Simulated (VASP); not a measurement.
Crystal: AgBr.

```
Ag Br
1.0
     0.00000    2.81156    2.81156
     2.81156    0.00000    2.81156
     2.81156    2.81156    0.00000
Ag Br
1 1
Direct
  0.00000 0.00000 0.00000
  0.50000 0.50000 0.50000
```

This cell differs from its parent crystal: volume scaled by 0.94.

Base run:

* Program: VASP 6.6.1
* Functional: PBEsol
* Potentials or basis: VASP PAW PBE potentials, release 64 (Ag, Br)
* Cutoff: 500 eV
* k mesh: 8 × 8 × 8
* Occupations: fermi-dirac, width 0.05 eV
* Spin: no spin polarisation

Its results: band gap on the k mesh 0.50 eV, indirect (least direct gap 2.68 eV); pressure 1.5 GPa.

Q: The run is repeated on the same cell with these changes: functional from PBEsol to PBE; dispersion from none to D3(BJ). What comes out?

A: Band gap on the k mesh 0.67 eV, indirect (least direct gap 2.83 eV); pressure 3.1 GPa.

Several settings changed at once, so the effect can't be laid on one alone.

Caveats: the PAW data sets were made with another functional, which shifts forces and pressure a little (some runs).

A k mesh can miss the band edges.
